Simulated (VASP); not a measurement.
A run of VASP 6.6.1:

The input INCAR:

```
ALGO     = Normal         # electronic algorithm
EDIFF    = 1E-6           # SCF threshold, eV
ENCUT    = 520            # plane-wave cutoff, eV
GGA      = PE             # functional
ISIF     = 2              # what is computed and relaxed
ISMEAR   = 0              # smearing method
ISPIN    = 2              # spin polarisation
LASPH    = T              # aspherical terms in the spheres
LCHARG   = T              # write CHGCAR
LELF     = T              # ELF
LORBIT   = 11             # projections on sites
LREAL    = F              # projectors in reciprocal space
LVHAR    = T            
LWAVE    = F              # write WAVECAR
MAGMOM   = 0.5 0.5        # initial moments
NBANDS   = 20             # bands
NELM     = 150            # most SCF steps
PREC     = Accurate       # precision mode
SIGMA    = 0.05           # smearing width, eV
```

KPOINTS

```
k-points
0
Gamma
  1 1 13
```

File POSCAR:

```
HgTe
1.0
    9.0000000000      0.0000000000      0.0000000000
    0.0000000000      9.3000000000      0.0000000000
    0.0000000000      0.0000000000      5.1853565831
Hg Te
1 1
Direct
    0.5000000000      0.5000000000      0.0000000000
    0.5000000000      0.5000000000      0.4650000000
```

Potentials or basis: VASP PAW PBE potentials, release 64 (Hg, Te).

Run with:

```console
$ cat potpaw_PBE.64/Hg/POTCAR potpaw_PBE.64/Te/POTCAR > POTCAR
$ mpirun -np 1 vasp_std > vasp.out
```

Hardware: 1 thread of Intel(R) Xeon(R) 6975P-C (Granite Rapids) (shared host).

Task: How long does it take, and how much memory?

Result: Run time: 100 s on 1 thread of Intel(R) Xeon(R) 6975P-C (Granite Rapids) (shared host), peak memory 0.63 GiB. Counts: scf iterations 24, k points 7.
